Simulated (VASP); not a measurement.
# CoO (R-3m) in VASP: notebook

The runs below take CoO through single point, with LDA, PBE.

Everything below comes from runs of VASP 6.6.1. Logs are shortened: lines on timing, memory, paths and dates and some standing lists are left out, and cuts for length are marked.

## (1) The cell of the first run

It takes space group R-3m (No. 166, trigonal). The conventional cell has a = 3.011 Å, b = 3.011 Å, c = 7.320 Å, α = 90.00°, β = 90.00°, γ = 120.00°. Within 2.8 Å of Co (site symmetry -3m) lie 6 O at 2.12 Å. O (site symmetry -3m) has 6 Co at 2.12 Å within 2.8 Å.

## (2) Single point, LDA, collinear spin, ferromagnetic start

Contents of INCAR:

```
PREC = Accurate
ENCUT = 520
EDIFF = 1E-7
ISMEAR = 0
SIGMA = 0.05
LREAL = F
LASPH = T
NELM = 150
ALGO = Normal
ISIF = 2
LWAVE = F
LCHARG = F
ISPIN = 2
MAGMOM = 2 0
LORBIT = 11
LMAXMIX = 4
GGA = CA
NBANDS = 18
```

Contents of KPOINTS:

```
Automatic mesh
0
Gamma
  11 11 11
```

Contents of POSCAR:

```
CoO
1.0
    1.5054695445      0.8691832468      2.4399269062
   -1.5054695445      0.8691832468      2.4399269062
    0.0000000000     -1.7383664936      2.4399269062
Co O
1 1
Direct
    0.0000000000      0.0000000000      0.0000000000
    0.5000000000      0.5000000000      0.5000000000
```

Potentials or basis: VASP PAW LDA potentials, release 64 (Co, O).

Run with:

```sh
cat potpaw_LDA.64/Co/POTCAR potpaw_LDA.64/O/POTCAR > POTCAR
mpirun -np 1 vasp_std > vasp.out
```

OUTCAR:

```text
PREC = Accurate
   ENCUT = 520
   EDIFF = 1E-7
   ISMEAR = 0
   LREAL = F
   LASPH = T
   NELM = 150
   ISIF = 2
   ISPIN = 2
   LORBIT = 11
   GGA = CA

 ion  position               nearest neighbor table
   1  0.000  0.000  0.000-   2 2.12   2 2.12   2 2.12   2 2.12   2 2.12   2 2.12
   2  0.500  0.500  0.500-   1 2.12   1 2.12   1 2.12   1 2.12   1 2.12   1 2.12

  LATTYP: Found a trigonal (rhomboedric) cell.
 ALAT       =     2.9958573687
 COS(alpha) =     0.4949531368

  Lattice vectors:

 A1 = (   1.5054695445,   0.8691832468,   2.4399269062)
 A2 = (  -1.5054695445,   0.8691832468,   2.4399269062)
 A3 = (   0.0000000000,  -1.7383664936,   2.4399269062)

Analysis of symmetry for initial positions (statically):
=====================================================================
 Subroutine PRICEL returns:
 Original cell was already a primitive cell.

 Routine SETGRP: Setting up the symmetry group for a
 trigonal (rhombohedral) supercell.

 Subroutine GETGRP returns: Found 12 space group operations
 (whereof 12 operations were pure point group operations)
 out of a pool of 12 trial point group operations.

The static configuration has the point symmetry D_3d.

Analysis of symmetry for dynamics (positions and initial velocities):
=====================================================================
 Subroutine PRICEL returns:
 Original cell was already a primitive cell.

 Routine SETGRP: Setting up the symmetry group for a
 trigonal (rhombohedral) supercell.

 Subroutine GETGRP returns: Found 12 space group operations
 (whereof 12 operations were pure point group operations)
 out of a pool of 12 trial point group operations.

The dynamic configuration has the point symmetry D_3d.

Analysis of structural, dynamic, and magnetic symmetry:
=====================================================================
 Subroutine PRICEL returns:
 Original cell was already a primitive cell.

 Routine SETGRP: Setting up the symmetry group for a
 trigonal (rhombohedral) supercell.

 Subroutine GETGRP returns: Found 12 space group operations
 (whereof 12 operations were pure point group operations)
 out of a pool of 12 trial point group operations.

The overall configuration has the point symmetry D_3d.

 Subroutine INISYM returns: Found 12 space group operations
 (whereof 12 operations are pure point group operations),
 and found     1 'primitive' translations

----------------------------------------------------------------------------------------

                                     Primitive cell

  volume of cell :      19.1563

  direct lattice vectors                    reciprocal lattice vectors
     1.505469544  0.869183247  2.439926906     0.332122295  0.191750896  0.136616114
    -1.505469544  0.869183247  2.439926906    -0.332122295  0.191750896  0.136616114
     0.000000000 -1.738366494  2.439926906     0.000000000 -0.383501793  0.136616114

  length of vectors
     2.995857369  2.995857369  2.995857369     0.407108816  0.407108816  0.407108816

  position of ions in fractional coordinates (direct lattice)
     0.000000000  0.000000000  0.000000000
     0.500000000  0.500000000  0.500000000

  ion indices of the primitive-cell ions
   primitive index   ion index
                 1           1
                 2           2

----------------------------------------------------------------------------------------

 KPOINTS: Automatic mesh

Automatic generation of k-mesh.
 Grid dimensions read from file:
 generate k-points for:   11   11   11

 Generating k-lattice:

  Cartesian coordinates                     Fractional coordinates (reciprocal lattice)
     0.030192936  0.017431900  0.012419647     0.090909091  0.000000000  0.000000000
    -0.030192936  0.017431900  0.012419647     0.000000000  0.090909091  0.000000000
     0.000000000 -0.034863799  0.012419647     0.000000000  0.000000000  0.090909091

  Length of vectors
     0.037009892  0.037009892  0.037009892

  Shift w.r.t. Gamma in fractional coordinates (k-lattice)
     0.000000000  0.000000000  0.000000000

 Subroutine IBZKPT returns following result:
 ===========================================

 Found    146 irreducible k-points:

 Following reciprocal coordinates:
            Coordinates               Weight
  0.000000  0.000000  0.000000      1.000000
  0.090909  0.000000  0.000000      6.000000
  0.181818  0.000000  0.000000      6.000000
  0.272727 -0.000000  0.000000      6.000000
  0.363636 -0.000000 -0.000000      6.000000
  0.454545  0.000000 -0.000000      6.000000
[... 16 lines left out ...]
 -0.272727  0.181818  0.000000     12.000000
 -0.181818  0.181818  0.000000      6.000000
 [... further k-points ...]
   k-points           NKPTS =    146   k-points in BZ     NKDIM =    146   number of bands    NBANDS=     18
   number of dos      NEDOS =    301   number of ions     NIONS =      2
   total plane-waves  NPLWV =  13824
   dimension x,y,z NGX =    24 NGY =   24 NGZ =   24
   dimension x,y,z NGXF=    48 NGYF=   48 NGZF=   48
   ions per type =               1   1
   NGX,Y,Z   is equivalent  to a cutoff of  13.32, 13.32, 13.32 a.u.
   NGXF,Y,Z  is equivalent  to a cutoff of  26.64, 26.64, 26.64 a.u.
 SYSTEM =  unknown system
   PREC   = accura    normal or accurate (medium, high low for compatibility)
   ISTART =      0    job   : 0-new  1-cont  2-samecut
   ICHARG =      2    charge: 1-file 2-atom 10-const
   ISPIN  =      2    spin polarized calculation?
   LNONCOLLINEAR =      F non collinear calculations
   LSORBIT =      F    spin-orbit coupling
   LASPH  =      T    aspherical Exc in radial PAW
   ENCUT  =  520.0 eV  38.22 Ry    6.18 a.u.   5.57  5.57  5.57*2*pi/ulx,y,z
   NELM   =    150;   NELMIN=  2; NELMDL= -5     # of ELM steps
   EDIFF  = 0.1E-06   stopping-criterion for ELM
   LREAL  =      F    real-space projection
   EDIFFG = 0.1E-05   stopping-criterion for IOM
   NSW    =      0    number of steps for IOM
   IBRION =     -1    ionic relax: 0-MD 1-quasi-New 2-CG
   NFREE  =      0    steps in history (QN), initial steepest desc. (CG)
   ISIF   =      2    stress and relaxation
   ISYM   =      2    0-nonsym 1-usesym 2-fastsym
   POTIM  = 0.5000    time-step for ionic-motion
   TEBEG  =    0.0;   TEEND  =   0.0 temperature during run
   PSTRESS=    0.0 pullay stress
   NELECT =      15.0000    total number of electrons
   NUPDOWN=      -1.0000    fix difference up-down
   EMIN   =  10.00;   EMAX   =-10.00  energy-range for DOS
   EFERMI =   0.00;   METHOD = LEGACY
   ISMEAR =     0;   SIGMA  =   0.05  broadening in eV -4-tet -1-fermi 0-gaus
   EFERMI_NEDOS =   21; number of points for ismear=-14 and -15
   IALGO  =     38    algorithm
   IMIX   =      4    mixing-type and parameters
     AMIX     =   0.40;   BMIX     =  1.00
     AMIX_MAG =   1.60;   BMIX_MAG =  1.00
  volume/ion in A,a.u.               =       9.58        64.64
  Fermi-wavevector in a.u.,A,eV,Ry     =   1.508927  2.851458 30.978555  2.276860
  Thomas-Fermi vector in A             =   2.619316
   LORBIT       =     11    0 simple, 1 ext, 2 COOP (PROOUT), +10 PAW based schemes
   GGA     = CA    functional components
   LHFCALC =     F    Hartree Fock is set to
   AEXX    =    0.0000 exact exchange contribution
   IVDW    =     0    specifies the selected vdW correction
   LEPSILON=     F    determine dielectric tensor
   LRPA    =     F    only Hartree local field effects (RPA)
 spin polarized calculation
 Gauss-broadening in eV      SIGMA  =   0.05
  energy-cutoff  :      520.00
  volume of cell :       19.16
 maximum number of plane-waves:       532
   NGX = 11   NGY = 11   NGZ = 11

 number of electron      15.0000005 magnetization       2.7882766

 Free energy of the ion-electron system (eV)
  ---------------------------------------------------
  ext. energy  EPLUGINS =         0.00000000
  ---------------------------------------------------
  free energy    TOTEN  =       -14.66674738 eV

  energy without entropy =      -14.66240119  energy(sigma->0) =      -14.66457428

 E-fermi :   7.7583     XC(G=0): -12.9364

 val. band max:        7.7569468551   @ k =   0.1818   0.1818   0.0909
 cond. band min:       7.7609910700   @ k =  -0.4545  -0.4545   0.2727
 fundamental gap:      0.0040442149
 Fermi energy:         7.7582719604

 spin component 1

 k-point     1 :       0.0000    0.0000    0.0000
  band No.  band energies     occupation
      1     -12.3828      1.00000
      2       4.4197      1.00000
      3       4.4197      1.00000
      4       4.4687      1.00000
      5       4.7482      1.00000
      6       4.7482      1.00000
[... 10 lines left out ...]
     17      29.2274      0.00000
     18      32.6242      0.00000

 k-point     2 :       0.0909    0.0000    0.0000
  band No.  band energies     occupation
      1     -12.2936      1.00000
      2       3.6103      1.00000
      3       3.7286      1.00000
      4       3.7658      1.00000
      5       4.8170      1.00000
      6       4.8371      1.00000
[... 10 lines left out ...]
     17      30.2244      0.00000
     18      33.9210      0.00000

 k-point     3 :       0.1818    0.0000    0.0000
  band No.  band energies     occupation
      1     -12.0443      1.00000
      2       2.3267      1.00000
      3       2.9825      1.00000
      4       3.0224      1.00000
      5       4.9732      1.00000
      6       4.9949      1.00000
[... 10 lines left out ...]
     17      32.7466      0.00000
     18      36.0662      0.00000

 k-point     4 :       0.2727   -0.0000    0.0000
  band No.  band energies     occupation
      1     -11.6922      1.00000
      2       1.0564      1.00000
      3       2.3766      1.00000
      4       2.4193      1.00000
      5       5.1846      1.00000
      6       5.2082      1.00000
[... 375 lines left out ...]
      4       1.8301      1.00000
      5       5.4225      1.00000
      6       5.4665      1.00000
[... 10 lines left out ...]
     17      35.6438      0.00000
     18      36.8013      0.00000

 k-point    23 :      -0.2727    0.1818    0.0000
  band No.  band energies     occupation
      1     -11.3102      1.00000
      2       0.3850      1.00000
      3       1.9213      1.00000
      4       2.1284      1.00000
      5       5.2867      1.00000
      6       5.3800      1.00000
[... 10 lines left out ...]
     17      35.3066      0.00000
     18      37.1839      0.00000

 k-point    24 :      -0.1818    0.1818    0.0000
  band No.  band energies     occupation
      1     -11.6042      1.00000
      2       0.9730      1.00000
      3       2.1759      1.00000
      4       2.6393      1.00000
      5       5.1160      1.00000
      6       5.2775      1.00000
[... 10 lines left out ...]
     17      35.3741      0.00000
     18      37.1831      0.00000

 [... further k-points ...]

 spin component 2

 k-point     1 :       0.0000    0.0000    0.0000
  band No.  band energies     occupation
      1     -11.8791      1.00000
      2       4.9860      1.00000
      3       4.9860      1.00000
      4       5.0388      1.00000
      5       6.6348      1.00000
      6       6.6348      1.00000
[... 10 lines left out ...]
     17      30.0248      0.00000
     18      33.3918      0.00000

 k-point     2 :       0.0909    0.0000    0.0000
  band No.  band energies     occupation
      1     -11.7880      1.00000
      2       4.2924      1.00000
      3       4.6627      1.00000
      4       4.7092      1.00000
      5       6.7358      1.00000
      6       6.7600      1.00000
[... 10 lines left out ...]
     17      30.9455      0.00000
     18      34.6955      0.00000

 k-point     3 :       0.1818    0.0000    0.0000
  band No.  band energies     occupation
      1     -11.5331      1.00000
      2       2.9786      1.00000
      3       4.0553      1.00000
      4       4.1016      1.00000
      5       6.9431      1.00000
      6       6.9673      1.00000
[... 10 lines left out ...]
     17      33.3138      0.00000
     18      36.8536      0.00000

 k-point     4 :       0.2727   -0.0000    0.0000
  band No.  band energies     occupation
      1     -11.1724      1.00000
      2       1.6674      1.00000
      3       3.4878      1.00000
      4       3.5350      1.00000
      5       7.2016      1.00000
      6       7.2261      1.00000
[... 375 lines left out ...]
      4       2.9369      1.00000
      5       7.5064      1.00000
      6       7.5399      1.00000
[... 10 lines left out ...]
     17      36.0970      0.00000
     18      37.3001      0.00000

 k-point    23 :      -0.2727    0.1818    0.0000
  band No.  band energies     occupation
      1     -10.7761      1.00000
      2       1.0272      1.00000
      3       2.9053      1.00000
      4       3.0602      1.00000
      5       7.2815      1.00000
      6       7.5442      1.00000
[... 10 lines left out ...]
     17      35.7575      0.00000
     18      37.7767      0.00000

 k-point    24 :      -0.1818    0.1818    0.0000
  band No.  band energies     occupation
      1     -11.0802      1.00000
      2       1.6576      1.00000
      3       3.3302      1.00000
      4       3.4171      1.00000
      5       7.0718      1.00000
      6       7.4820      1.00000
[... 10 lines left out ...]
     17      35.9371      0.00000
     18      37.7565      0.00000

 [... further k-points ...]
[... 5 lines left out ...]
  --------------------------------------------------------------------------------------
  -------------------------------------------------------------------------------------
  Total       -2.2490369     -2.2490369     -2.2725895      0.0000000     -0.0000000      0.0000000
  in kB     -188.1030269   -188.1030269   -190.0728942      0.0000000     -0.0000000      0.0000000
  external PRESSURE =    -188.7596493 kB  Pullay stress =       0.0000000 kB

 VOLUME and BASIS-vectors are now :
 -----------------------------------------------------------------------------
  energy-cutoff  :      520.00
  volume of cell :       19.16
      direct lattice vectors                 reciprocal lattice vectors
     1.505469544  0.869183247  2.439926906     0.332122295  0.191750896  0.136616114
    -1.505469544  0.869183247  2.439926906    -0.332122295  0.191750896  0.136616114
     0.000000000 -1.738366494  2.439926906     0.000000000 -0.383501793  0.136616114

 POSITION                                       TOTAL-FORCE (eV/Angst)
 -----------------------------------------------------------------------------------
      0.00000      0.00000      0.00000        -0.000000     -0.000000      0.000000
      0.00000      0.00000      3.65989         0.000000      0.000000     -0.000000
 -----------------------------------------------------------------------------------
    total drift:                               -0.000000      0.000000     -0.000000

  FREE ENERGIE OF THE ION-ELECTRON SYSTEM (eV)
  ---------------------------------------------------
  free  energy   TOTEN  =       -14.6667473776 eV

  energy  without entropy=      -14.6624011923  energy(sigma->0) =      -14.66457428

 total charge

# of ion       s       p       d       tot
------------------------------------------
    1        0.299   0.365   7.189   7.852
    2        1.546   3.385   0.000   4.931
--------------------------------------------------
tot          1.844   3.750   7.189  12.783

 magnetization (x)

# of ion       s       p       d       tot
------------------------------------------
    1        0.019   0.018   2.387   2.424
    2        0.029   0.275   0.000   0.304
--------------------------------------------------
tot          0.048   0.292   2.387   2.727
```

It took 100 s on 1 thread of Intel Xeon Platinum 8375C at 2.90GHz (Ice Lake), shared host; peak memory 0.19 GiB.

Results:

```yaml
Free_energy: -14.6667 eV
Pressure: -18.9 GPa
Net_moment: 2.79 μB per cell
Site_moments: Co +2.42; O +0.30 μB
Valence_electrons_inside_the_program's_atomic_spheres: Co 7.85; O 4.93
```

Stress tensor (GPa, compression positive):
```
-18.81   0.00   0.00
  0.00 -18.81   0.00
  0.00   0.00 -19.01
```

Levels at points of the mesh, in eV from the Fermi level:
Spin up:
| k point | band 6 | band 7 | band 8 | band 9 | band 10 | band 11 | band 12 | band 13 |
| --- | --- | --- | --- | --- | --- | --- | --- | --- |
| (0.00, 0.00, 0.00) | -3.01 | -2.97 | -2.97 | -2.97 | 1.00 | 16.65 | 17.94 | 17.94 |
Spin down:
| k point | band 4 | band 5 | band 6 | band 7 | band 8 | band 9 |
| --- | --- | --- | --- | --- | --- | --- |
| (0.00, 0.00, 0.00) | -2.72 | -1.12 | -1.12 | -1.09 | -0.45 | -0.45 |

Caveat: a cell with one magnetic atom can't hold antiferromagnetic order, which such compounds often take; semilocal functionals often make such compounds metallic where correlation or magnetic order opens a gap, which also shifts bond lengths.

## (3) Single point, PBE, collinear spin, ferromagnetic start

Contents of INCAR:

```
  ALGO = Normal
  EDIFF = 1E-6
  ENCUT = 600
  GGA = PE
  GGA_COMPAT = F
  ISIF = 2
  ISMEAR = -1
  ISPIN = 2
  LASPH = T
  LCHARG = T
  LELF = T
  LMAXMIX = 4
  LORBIT = 11
  LREAL = F
  LVHAR = T
  LWAVE = F
  MAGMOM = 2 0
  NBANDS = 22
  NELM = 200
  NUPDOWN = 2.0
  PREC = Accurate
  SIGMA = 0.05
```

Contents of KPOINTS:

```
k-points
0
Gamma
  9 9 9
```

POSCAR is that of step 2.

Potentials or basis: VASP PAW PBE potentials, release 64 (Co_sv, O).

Run with:

```sh
cat potpaw_PBE.64/Co_sv/POTCAR potpaw_PBE.64/O/POTCAR > POTCAR
mpirun -np 1 vasp_std > vasp.out
```

Wall time 41 s (1 thread of Intel Xeon 6975P-C (Granite Rapids), shared host); peak memory 0.19 GiB.

It converged, with:

```yaml
Free_energy: -13.0485 eV
Pressure: -10.0 GPa
Net_moment: 2.00 μB per cell
Site_moments: Co +1.85; O +0.07 μB
Valence_electrons_inside_the_program's_atomic_spheres: Co 14.93; O 4.95
```

Stress tensor (GPa, compression positive):
```
 -9.94   0.00   0.00
  0.00  -9.94   0.00
  0.00   0.00 -10.05
```

Caveat: the total moment is fixed, so each spin has its own Fermi level; a cell with one magnetic atom can't hold antiferromagnetic order, which such compounds often take.

## (4) Single point, PBE, collinear spin, ferromagnetic start

Contents of INCAR:

```
SYSTEM = CoO
ALGO = Normal
EDIFF = 1E-6
ENCUT = 600
GGA = PE
GGA_COMPAT = .False.
ISIF = 2
ISMEAR = -1
ISPIN = 2
LASPH = .True.
LCHARG = .True.
LELF = .True.
LMAXMIX = 4
LORBIT = 11
LREAL = .False.
LVHAR = .True.
LWAVE = .False.
MAGMOM = 0.5 0
NBANDS = 22
NELM = 200
NUPDOWN = 0.5
PREC = Accurate
SIGMA = 0.05
```

Contents of KPOINTS:

```
k-points
0
Gamma
  9 9 9
  0 0 0
```

POSCAR is that of step 3.

Run with:

```sh
cat potpaw_PBE.64/Co_sv/POTCAR potpaw_PBE.64/O/POTCAR > POTCAR
mpirun -np 1 vasp_std > vasp.out
```

Wall time 2 min (1 thread of AMD EPYC 7R13 (Zen 3), shared host); peak memory 0.16 GiB.

Results (log left out):

* Free energy: -12.7200 eV
* Pressure: -19.2 GPa
* Net moment: 0.50 μB per cell
* Site moments: Co +0.51; O -0.03 μB
* Valence electrons inside the program's atomic spheres: Co 14.97; O 4.92

Stress tensor (GPa, compression positive):
```
-19.30   0.00   0.00
  0.00 -19.30   0.00
  0.00   0.00 -18.85
```

Caveat: the total moment is fixed, so each spin has its own Fermi level; a cell with one magnetic atom can't hold antiferromagnetic order, which such compounds often take.

## (5) Single point, PBE, collinear spin, ferromagnetic start

INCAR, as its differences from that of step 4:

```diff
@@ -17,6 +17,6 @@
 LWAVE = .False.
-MAGMOM = 0.5 0
+MAGMOM = 3 0
 NBANDS = 22
 NELM = 200
-NUPDOWN = 0.5
+NUPDOWN = 3.0
 PREC = Accurate
```

KPOINTS is that of step 4.

POSCAR is that of step 4.

Run with:

```sh
cat potpaw_PBE.64/Co_sv/POTCAR potpaw_PBE.64/O/POTCAR > POTCAR
mpirun -np 1 vasp_std > vasp.out
```

It took 32 s on 1 thread of Intel Xeon 6975P-C (Granite Rapids), shared host; peak memory 0.19 GiB.

Results (log left out):

| Item | Value |
| --- | --- |
| Free energy | -13.1367 eV |
| Pressure | -1.8 GPa |
| Net moment | 3.00 μB per cell |
| Site moments | Co +2.57; O +0.32 μB |
| Valence electrons inside the program's atomic spheres | Co 14.87; O 4.99 |

Stress tensor (GPa, compression positive):
```
-1.68  0.00  0.00
 0.00 -1.68  0.00
 0.00  0.00 -2.16
```

Caveat: the total moment is fixed, so each spin has its own Fermi level; a cell with one magnetic atom can't hold antiferromagnetic order, which such compounds often take.

[end of part 1 of 2]
